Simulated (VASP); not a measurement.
Input of a VASP 6.6.1 run:

The input INCAR:

```
  PREC = Accurate
  ENCUT = 600
  EDIFF = 1E-6
  ISMEAR = 0
  SIGMA = 0.1
  LREAL = F
  LASPH = T
  NELM = 80
  ALGO = Normal
  ISIF = 3
  LWAVE = F
  LCHARG = F
  GGA = PE
  IBRION = 2
  NSW = 90
  EDIFFG = -0.04
```

The input KPOINTS:

```
regular mesh
0
Gamma
  6 6 1
```

File POSCAR:

```
MgCd2Se3
1.0
    4.1338503400      0.0000000000      0.0000000000
   -2.0669251700      3.5800194100      0.0000000000
    0.0000000000      0.0000000000     20.2394698900
Mg Cd Se
2 4 6
Direct
    0.6666666700      0.3333333300      0.3333333300
    0.3333333300      0.6666666700      0.8333333300
    0.6666666700      0.3333333300      0.0000000000
    0.6666666700      0.3333333300      0.6666666700
    0.3333333300      0.6666666700      0.1666666700
    0.3333333300      0.6666666700      0.5000000000
    0.6666666700      0.3333333300      0.1250000000
    0.6666666700      0.3333333300      0.4583333300
    0.6666666700      0.3333333300      0.7916666700
    0.3333333300      0.6666666700      0.2916666700
    0.3333333300      0.6666666700      0.6250000000
    0.3333333300      0.6666666700      0.9583333300
```

Potentials or basis: VASP PAW PBE potentials, release 64 (Mg, Cd, Se).

Launch:

```sh
$ cat potpaw_PBE.64/Mg/POTCAR potpaw_PBE.64/Cd/POTCAR potpaw_PBE.64/Se/POTCAR > POTCAR
$ mpirun -np 1 vasp_std > vasp.out
```

(1) Estimate the relaxed volume.

(2) Estimate the space group after relaxing (to 0.05 Å).

(3) Predict the band gap on the k mesh.

Answers

(1) 28.87 Å³/atom.

(2) P6_3mc (No. 186).

(3) 1.00 eV, direct.

Caveat: the volume moved by over 15 % at a fixed basis, so the end points are rough.
